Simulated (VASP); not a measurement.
# TaAl5N6 (P4/mmm) in VASP: a series of runs

Runs on TaAl5N6. Level: PBE. Tasks: relaxation of cell and atoms, single point.

All numbers are computed with VASP 6.6.1; they aren't measurements. Logs are shortened: lines on timing, memory, paths and dates and some standing lists are left out, and cuts for length are marked.

## Step 1: The cell of the first run

The structure is tetragonal, space group P4/mmm (No. 123). The conventional cell has a = 3.329 Å, b = 3.329 Å, c = 14.125 Å, α = 90.00°, β = 90.00°, γ = 90.00°. Within 3.1 Å of Ta (site symmetry 4/mmm) lie 6 N at 2.35 Å. Al (site symmetry 4mm) has 6 N at 2.35 Å within 3.1 Å. Within 3.1 Å of Al (site symmetry 4mm) lie 6 N at 2.35 Å. Al (site symmetry 4/mmm) has 6 N at 2.35 Å within 3.1 Å. N (site symmetry 4/mmm) has 4 Ta at 2.35 Å and 2 Al at 2.35 Å within 3.1 Å. N (site symmetry 4mm) has 5 Al at 2.35 Å and 1 Ta at 2.35 Å within 3.1 Å. N (site symmetry 4mm) has 6 Al at 2.35 Å within 3.1 Å. Within 3.1 Å of N (site symmetry 4/mmm) lie 6 Al at 2.35 Å.

## Step 2: Relaxation of cell and atoms, PBE

Contents of INCAR:

```
PREC = Accurate ; ENCUT = 600
EDIFF = 1E-7 ; ISMEAR = 0
SIGMA = 0.1 ; LREAL = F
LASPH = T ; NELM = 60
ALGO = Normal ; ISIF = 3
LWAVE = F ; LCHARG = F
GGA = PE ; IBRION = 2
NSW = 90 ; EDIFFG = -0.04
```

Contents of KPOINTS:

```
regular mesh
0
Gamma
  6 6 2
```

Contents of POSCAR:

```
TaAl5N6
1.0
    3.3293049400      0.0000000000      0.0000000000
    0.0000000000      3.3293049400      0.0000000000
    0.0000000000      0.0000000000     14.1250445900
Ta Al N
1 5 6
Direct
    0.5000000000      0.5000000000      0.0000000000
    0.0000000000      0.0000000000      0.8333333300
    0.0000000000      0.0000000000      0.1666666700
    0.5000000000      0.5000000000      0.3333333300
    0.0000000000      0.0000000000      0.5000000000
    0.5000000000      0.5000000000      0.6666666700
    0.0000000000      0.0000000000      0.0000000000
    0.5000000000      0.5000000000      0.1666666700
    0.0000000000      0.0000000000      0.3333333300
    0.5000000000      0.5000000000      0.5000000000
    0.0000000000      0.0000000000      0.6666666700
    0.5000000000      0.5000000000      0.8333333300
```

Potentials or basis: VASP PAW PBE potentials, release 64 (Ta_pv, Al, N).

Command:

```bash
$ cat potpaw_PBE.64/Ta_pv/POTCAR potpaw_PBE.64/Al/POTCAR potpaw_PBE.64/N/POTCAR > POTCAR
$ mpirun -np 1 vasp_std > vasp.out
```

OUTCAR:

```text
PREC = Accurate
   ENCUT = 600
   EDIFF = 1E-7
   ISMEAR = 0
   LREAL = F
   LASPH = T
   NELM = 60
   ISIF = 3
   GGA = PE
   IBRION = 2
   NSW = 90
   EDIFFG = -0.04

 ion  position               nearest neighbor table
   1  0.500  0.500  0.000-   7 2.35   7 2.35   7 2.35   7 2.35  12 2.35   8 2.35   3 3.33   3 3.33
                             2 3.33   3 3.33   2 3.33   2 3.33   3 3.33   2 3.33
   2  0.000  0.000  0.833-  11 2.35  12 2.35  12 2.35  12 2.35  12 2.35   7 2.35   6 3.33   6 3.33
                             6 3.33   6 3.33   1 3.33   1 3.33   1 3.33   1 3.33
   3  0.000  0.000  0.167-   9 2.35   8 2.35   8 2.35   8 2.35   8 2.35   7 2.35   4 3.33   4 3.33
                             4 3.33   4 3.33   1 3.33   1 3.33   1 3.33   1 3.33
   4  0.500  0.500  0.333-   8 2.35   9 2.35   9 2.35   9 2.35   9 2.35  10 2.35   3 3.33   3 3.33
                             3 3.33   3 3.33   5 3.33   5 3.33   5 3.33   5 3.33
   5  0.000  0.000  0.500-  10 2.35  10 2.35  10 2.35  10 2.35  11 2.35   9 2.35   6 3.33   6 3.33
                             4 3.33   6 3.33   4 3.33   4 3.33   6 3.33   4 3.33
   6  0.500  0.500  0.667-  12 2.35  11 2.35  11 2.35  11 2.35  11 2.35  10 2.35   2 3.33   2 3.33
                             2 3.33   2 3.33   5 3.33   5 3.33   5 3.33   5 3.33
   7  0.000  0.000  0.000-   1 2.35   1 2.35   1 2.35   1 2.35   3 2.35   2 2.35
   8  0.500  0.500  0.167-   4 2.35   3 2.35   3 2.35   3 2.35   3 2.35   1 2.35
   9  0.000  0.000  0.333-   3 2.35   4 2.35   4 2.35   4 2.35   4 2.35   5 2.35
  10  0.500  0.500  0.500-   5 2.35   5 2.35   5 2.35   5 2.35   6 2.35   4 2.35
  11  0.000  0.000  0.667-   2 2.35   6 2.35   6 2.35   6 2.35   6 2.35   5 2.35
  12  0.500  0.500  0.833-   6 2.35   2 2.35   2 2.35   2 2.35   2 2.35   1 2.35

  LATTYP: Found a simple tetragonal cell.
 ALAT       =     3.3293049400
 C/A-ratio  =     4.2426406846

  Lattice vectors:

 A1 = (   3.3293049400,   0.0000000000,   0.0000000000)
 A2 = (   0.0000000000,   3.3293049400,   0.0000000000)
 A3 = (   0.0000000000,   0.0000000000,  14.1250445900)

Analysis of symmetry for initial positions (statically):
=====================================================================
 Subroutine PRICEL returns:
 Original cell was already a primitive cell.

 Routine SETGRP: Setting up the symmetry group for a
 simple tetragonal supercell.

 Subroutine GETGRP returns: Found 16 space group operations
 (whereof 16 operations were pure point group operations)
 out of a pool of 16 trial point group operations.

The static configuration has the point symmetry D_4h.

Analysis of symmetry for dynamics (positions and initial velocities):
=====================================================================
 Subroutine PRICEL returns:
 Original cell was already a primitive cell.

 Routine SETGRP: Setting up the symmetry group for a
 simple tetragonal supercell.

 Subroutine GETGRP returns: Found 16 space group operations
 (whereof 16 operations were pure point group operations)
 out of a pool of 16 trial point group operations.

[... 121 lines left out ...]
   ISIF   =      3    stress and relaxation
   ISYM   =      2    0-nonsym 1-usesym 2-fastsym
   POTIM  = 0.5000    time-step for ionic-motion
   TEBEG  =    0.0;   TEEND  =   0.0 temperature during run
   PSTRESS=    0.0 pullay stress
   NELECT =      56.0000    total number of electrons
   NUPDOWN=      -1.0000    fix difference up-down
   EMIN   =  10.00;   EMAX   =-10.00  energy-range for DOS
   EFERMI =   0.00;   METHOD = LEGACY
   ISMEAR =     0;   SIGMA  =   0.10  broadening in eV -4-tet -1-fermi 0-gaus
   EFERMI_NEDOS =   21; number of points for ismear=-14 and -15
   IALGO  =     38    algorithm
   IMIX   =      4    mixing-type and parameters
     AMIX     =   0.40;   BMIX     =  1.00
     AMIX_MAG =   1.60;   BMIX_MAG =  1.00
  volume/ion in A,a.u.               =      13.05        88.05
  Fermi-wavevector in a.u.,A,eV,Ry     =   1.162087  2.196025 18.373925  1.350445
  Thomas-Fermi vector in A             =   2.298652
   LORBIT       =      0    0 simple, 1 ext, 2 COOP (PROOUT), +10 PAW based schemes
   GGA     = PE    functional components
   LHFCALC =     F    Hartree Fock is set to
   AEXX    =    0.0000 exact exchange contribution
   IVDW    =     0    specifies the selected vdW correction
   LEPSILON=     F    determine dielectric tensor
   LRPA    =     F    only Hartree local field effects (RPA)
 conjugate gradient relaxation of ions
 non-spin polarized calculation
 Gauss-broadening in eV      SIGMA  =   0.10
  energy-cutoff  :      600.00
  volume of cell :      156.57
 maximum number of plane-waves:      5296
 NGX is ok and might be reduce to    28
   NGX = 13   NGY = 13   NGZ = 57

--------------------------------------- Ionic step        1  -------------------------------------------

 number of electron      55.9999993 magnetization

 Free energy of the ion-electron system (eV)
  ---------------------------------------------------
  ext. energy  EPLUGINS =         0.00000000
  ---------------------------------------------------
  free energy    TOTEN  =       -84.07054178 eV

  energy without entropy =      -84.05014464  energy(sigma->0) =      -84.06034321

 E-fermi :   6.9332     XC(G=0): -10.6612

 val. band max:        6.9239503531   @ k =   0.3333   0.0000   0.0000
 cond. band min:       6.9436092363   @ k =   0.1667   0.0000   0.5000
 fundamental gap:      0.0196588832
 Fermi energy:         6.9332130147

 k-point     1 :       0.0000    0.0000    0.0000
  band No.  band energies     occupation
      1     -29.4309      2.00000
      2     -29.3739      2.00000
      3     -29.3739      2.00000
      4      -9.6412      2.00000
      5      -8.7670      2.00000
      6      -8.7518      2.00000
[... 880 lines left out ...]
  FREE ENERGIE OF THE ION-ELECTRON SYSTEM (eV)
  ---------------------------------------------------
  free  energy   TOTEN  =       -92.5878725781 eV

  energy  without entropy=      -92.5828516786  energy(sigma->0) =      -92.58536213

[... ionic steps 4 to 11 ...]

--------------------------------------- Ionic step       12  -------------------------------------------

 number of electron      56.0000001 magnetization

------------------------ aborting loop because EDIFF is reached ----------------------------------------
[... 87 lines left out ...]
--------------------------------------- Ionic step       14  -------------------------------------------

 number of electron      56.0000001 magnetization

 Free energy of the ion-electron system (eV)
  ---------------------------------------------------
  ext. energy  EPLUGINS =         0.00000000
  ---------------------------------------------------
  free energy    TOTEN  =       -93.17176098 eV

  energy without entropy =      -93.16461812  energy(sigma->0) =      -93.16818955

 E-fermi :  11.8427     XC(G=0): -12.3032

 val. band max:       11.7388816660   @ k =   0.3333   0.3333   0.0000
 cond. band min:      11.8661246028   @ k =   0.1667   0.1667   0.0000
 fundamental gap:      0.1272429367
 Fermi energy:        11.8427438346

 k-point     1 :       0.0000    0.0000    0.0000
  band No.  band energies     occupation
      1     -24.0607      2.00000
      2     -23.7849      2.00000
      3     -23.7849      2.00000
      4      -8.1819      2.00000
      5      -7.5104      2.00000
      6      -7.3258      2.00000
[... 788 lines left out ...]
  FREE ENERGIE OF THE ION-ELECTRON SYSTEM (eV)
  ---------------------------------------------------
  free  energy   TOTEN  =       -93.1717609799 eV

  energy  without entropy=      -93.1646181238  energy(sigma->0) =      -93.16818955

 reached required accuracy - stopping structural energy minimisation
```

OSZICAR:

```text
N       E                     dE             d eps       ncg     rms          rms(c)
DAV:   1     0.305717113540E+03    0.30572E+03   -0.28713E+04  1400   0.162E+03
DAV:   2    -0.684494935495E+02   -0.37417E+03   -0.36462E+03  1850   0.321E+02
DAV:   3    -0.959284178578E+02   -0.27479E+02   -0.27058E+02  1664   0.900E+01
[... 168 lines left out ...]
DAV:   4    -0.931717612661E+02    0.22042E-05   -0.34647E-05  1756   0.386E-02    0.102E-02
DAV:   5    -0.931717606649E+02    0.60122E-06   -0.49367E-06  2010   0.142E-02    0.591E-03
DAV:   6    -0.931717607838E+02   -0.11889E-06   -0.93505E-07  1828   0.788E-03    0.228E-03
DAV:   7    -0.931717609563E+02   -0.17250E-06   -0.24373E-07  1458   0.419E-03    0.701E-04
DAV:   8    -0.931717609799E+02   -0.23629E-07   -0.77808E-08   841   0.197E-03
  14 F= -.93171761E+02 E0= -.93168190E+02  d E =-.465391E-02
```

CONTCAR:

```text
TaAl5N6
   1.00000000000000
     2.9433340323069452    0.0000000000000000   -0.0000000000000000
     0.0000000000000000    2.9433340323069452    0.0000000000000000
     0.0000000000000000   -0.0000000000000000   12.5231632011620793
  Ta              Al              N
     1     5     6
Direct
     0.5000000000000000    0.5000000000000000    0.0000000000000000
     0.0000000000000000    0.0000000000000000    0.8210795253949810
     0.0000000000000000    0.0000000000000000    0.1789204746050191
     0.5000000000000000    0.5000000000000000    0.3402326918299221
     0.0000000000000000    0.0000000000000000    0.5000000000000000
     0.5000000000000000    0.5000000000000000    0.6597673081700778
     0.0000000000000000    0.0000000000000000    0.0000000000000000
     0.5000000000000000    0.5000000000000000    0.1806783885810833
     0.0000000000000000    0.0000000000000000    0.3399908296133171
     0.5000000000000000    0.5000000000000000    0.5000000000000000
     0.0000000000000000    0.0000000000000000    0.6600091703866831
     0.5000000000000000    0.5000000000000000    0.8193216114189167

  0.00000000E+00  0.00000000E+00  0.00000000E+00
  0.00000000E+00  0.00000000E+00  0.00000000E+00
  0.00000000E+00  0.00000000E+00  0.00000000E+00
  0.00000000E+00  0.00000000E+00  0.00000000E+00
  0.00000000E+00  0.00000000E+00  0.00000000E+00
  0.00000000E+00  0.00000000E+00  0.00000000E+00
  0.00000000E+00  0.00000000E+00  0.00000000E+00
  0.00000000E+00  0.00000000E+00  0.00000000E+00
  0.00000000E+00  0.00000000E+00  0.00000000E+00
  0.00000000E+00  0.00000000E+00  0.00000000E+00
  0.00000000E+00  0.00000000E+00  0.00000000E+00
  0.00000000E+00  0.00000000E+00  0.00000000E+00
```

It took 21 min on 1 thread of Intel Xeon Platinum 8488C (Sapphire Rapids), shared host; peak memory 0.39 GiB.

What came out:

| Quantity | Value |
| --- | --- |
| Free energy | -93.1718 eV |
| Relaxed volume | 9.04 Å³/atom |
| Relaxed cell | a = 2.943 Å, b = 2.943 Å, c = 12.523 Å, α = 90.00°, β = 90.00°, γ = 90.00° |
| Space group after relaxing (to 0.05 Å) | P4/mmm (No. 123) |
| Energy gained by relaxing | 758.4 meV/atom |
| Ionic steps | 14 |
| Pressure after relaxing | -0.3 GPa |
| Largest force after relaxing | 0.026 eV/Å |
| Band gap on the k mesh | zero (band 28 reaches 13.66 eV, above the bottom of band 29 at 9.63 eV) |

Forces in eV/Å, atoms in the order of the input:
```
Ta   0.000  0.000  0.000
Al   0.000  0.000 -0.005
Al   0.000  0.000  0.005
Al   0.000  0.000  0.026
Al   0.000  0.000  0.000
Al   0.000  0.000 -0.026
N    0.000  0.000  0.000
N    0.000  0.000  0.015
N    0.000  0.000 -0.015
N    0.000  0.000  0.000
N    0.000  0.000  0.015
N    0.000  0.000 -0.015
```

Stress tensor (GPa, compression positive):
```
-0.45  0.00  0.00
 0.00 -0.45  0.00
 0.00  0.00 -0.08
```

The path:
```
step  energy change (eV)  largest force (eV/Å)  pressure (GPa)  volume (Å³)
   1              0.0000                0.8158          -41.49       156.57
   2             -5.4368                5.3700           64.80        91.80
   3             -8.5173                2.9541           -1.85       110.11
   4             -8.5213                3.0404            0.04       109.29
   5             -8.8427                1.2560            4.72       106.74
   6             -8.8733                1.0063            3.23       107.31
   7             -8.9866                0.5294           -2.36       109.43
   8             -8.9936                0.5337           -3.99       110.13
   9             -9.0688                0.5673           -0.51       108.58
  10             -9.0731                0.5765            0.65       108.12
  11             -9.0966                0.2871            0.78       108.04
  12             -9.0966                0.2850            0.77       108.04
  13             -9.1009                0.0439           -0.62       108.62
  14             -9.1012                0.0262           -0.32       108.49
```

Final structure:
```cif
data_structure
_symmetry_space_group_name_H-M 'P 1'
_symmetry_Int_Tables_number 1
_cell_length_a 2.9433
_cell_length_b 2.9433
_cell_length_c 12.5232
_cell_angle_alpha 90.000
_cell_angle_beta 90.000
_cell_angle_gamma 90.000
_cell_volume 108.49
loop_
_atom_site_label
_atom_site_type_symbol
_atom_site_fract_x
_atom_site_fract_y
_atom_site_fract_z
_atom_site_occupancy
Ta1 Ta 0.50000 0.50000 0.00000 1
Al1 Al 0.00000 0.00000 0.82108 1
Al2 Al 0.00000 0.00000 0.17892 1
Al3 Al 0.50000 0.50000 0.34023 1
Al4 Al 0.00000 0.00000 0.50000 1
Al5 Al 0.50000 0.50000 0.65977 1
N1 N 0.00000 0.00000 0.00000 1
N2 N 0.50000 0.50000 0.18068 1
N3 N 0.00000 0.00000 0.33999 1
N4 N 0.50000 0.50000 0.50000 1
N5 N 0.00000 0.00000 0.66001 1
N6 N 0.50000 0.50000 0.81932 1
```

Levels at points of the mesh, in eV from the Fermi level:
```
           k point  band 25  band 26  band 27  band 28  band 29  band 30  band 31  band 32
(0.00, 0.00, 0.00)    -3.96    -3.40    -3.15    -3.15     0.74     1.11     1.11     1.33
(0.50, 0.00, 0.00)    -4.12    -4.12    -4.08     1.82     1.90     2.46     2.47     2.84
(0.50, 0.50, 0.00)    -5.29    -5.03    -5.03    -2.21    -2.21     0.27     1.63     2.48
(0.00, 0.00, 0.50)    -3.64    -3.64    -3.28    -3.28     1.08     1.12     1.12     1.40
(0.50, 0.00, 0.50)    -4.12    -4.12    -4.08     1.82     1.97     2.17     2.52     2.60
(0.50, 0.50, 0.50)    -5.52    -5.17    -5.17    -2.10    -2.10     0.62     1.53     2.18
```

Caveat: the volume moved by over 15 % at a fixed basis, so the end points are rough; spin-orbit coupling is left out, which moves the levels of the heavy elements.

## Step 3: Single point, PBE

This run uses another cell than the first one, of 9.03 Å³/atom, 0.692 times its volume.

Contents of INCAR:

```
PREC     = Accurate       # precision mode
ENCUT    = 520            # plane-wave cutoff, eV
EDIFF    = 1E-6           # SCF threshold, eV
ISMEAR   = 0              # smearing method
SIGMA    = 0.1            # smearing width, eV
LREAL    = F              # projectors in reciprocal space
LASPH    = T              # aspherical terms in the spheres
NELM     = 100            # most SCF steps
ALGO     = Normal         # electronic algorithm
ISIF     = 2              # what is computed and relaxed
LWAVE    = F              # write WAVECAR
LCHARG   = F              # write CHGCAR
GGA      = PE             # functional
NBANDS   = 40             # bands
```

Contents of KPOINTS:

```
regular mesh
0
Gamma
  12 12 4
```

Contents of POSCAR:

```
TaAl5N6
1.0
    2.9403967615      0.0000000000      0.0000000000
    0.0000000000      2.9403967615      0.0000000000
    0.0000000000      0.0000000000     12.5309616940
Ta Al N
1 5 6
Direct
    0.5000000000      0.5000000000      0.0000000000
    0.0000000000      0.0000000000      0.8211558270
    0.0000000000      0.0000000000      0.1788441730
    0.5000000000      0.5000000000      0.3402959301
    0.0000000000      0.0000000000      0.5000000000
    0.5000000000      0.5000000000      0.6597040699
    0.0000000000      0.0000000000      0.0000000000
    0.5000000000      0.5000000000      0.1806870969
    0.0000000000      0.0000000000      0.3399392462
    0.5000000000      0.5000000000      0.5000000000
    0.0000000000      0.0000000000      0.6600607538
    0.5000000000      0.5000000000      0.8193129031
```

Potentials or basis: VASP PAW PBE potentials, release 64 (Ta_pv, Al, N).

Command:

```bash
$ cat potpaw_PBE.64/Ta_pv/POTCAR potpaw_PBE.64/Al/POTCAR potpaw_PBE.64/N/POTCAR > POTCAR
$ mpirun -np 1 vasp_std > vasp.out
```

Run time: 4.7 min. Hardware: 1 thread of Intel Xeon Platinum 8488C (Sapphire Rapids), shared host; peak memory 0.43 GiB.

It converged, with:

```yaml
Free_energy: -93.1519 eV
Pressure: 0.0 GPa
Largest_force: 0.019 eV/Å
Band_gap_on_the_k_mesh: zero (band 28 reaches 13.72 eV, above the bottom of band 29 at 9.66 eV)
```

Forces on the atoms (eV/Å):
```
Ta   0.000  0.000  0.000
Al   0.000  0.000 -0.010
Al   0.000  0.000  0.010
Al   0.000  0.000 -0.003
Al   0.000  0.000  0.000
Al   0.000  0.000  0.003
N    0.000  0.000  0.000
N    0.000  0.000  0.019
N    0.000  0.000 -0.002
N    0.000  0.000  0.000
N    0.000  0.000  0.002
N    0.000  0.000 -0.019
```

Levels at points of the mesh, in eV from the Fermi level:
```tsv
k point	band 24	band 25	band 26	band 27	band 28	band 29	band 30	band 31	band 32	band 33
(0.00, 0.00, 0.00)	-3.98	-3.98	-3.45	-3.22	-3.22	0.70	1.09	1.09	1.28	1.66
(0.50, 0.00, 0.00)	-4.30	-4.19	-4.18	-4.15	1.81	1.88	2.42	2.44	2.80	3.13
(0.50, 0.50, 0.00)	-6.05	-5.34	-5.06	-5.06	-2.25	-2.25	0.22	1.58	2.43	3.00
(0.00, 0.00, 0.50)	-4.18	-3.67	-3.67	-3.35	-3.35	1.04	1.10	1.10	1.35	1.66
(0.50, 0.00, 0.50)	-4.30	-4.19	-4.18	-4.15	1.81	1.96	2.12	2.48	2.61	3.74
(0.50, 0.50, 0.50)	-6.20	-5.58	-5.18	-5.18	-2.14	-2.14	0.57	1.48	2.13	2.73
```

Caveat: spin-orbit coupling is left out, which moves the levels of the heavy elements.

[end of part 1 of 2]
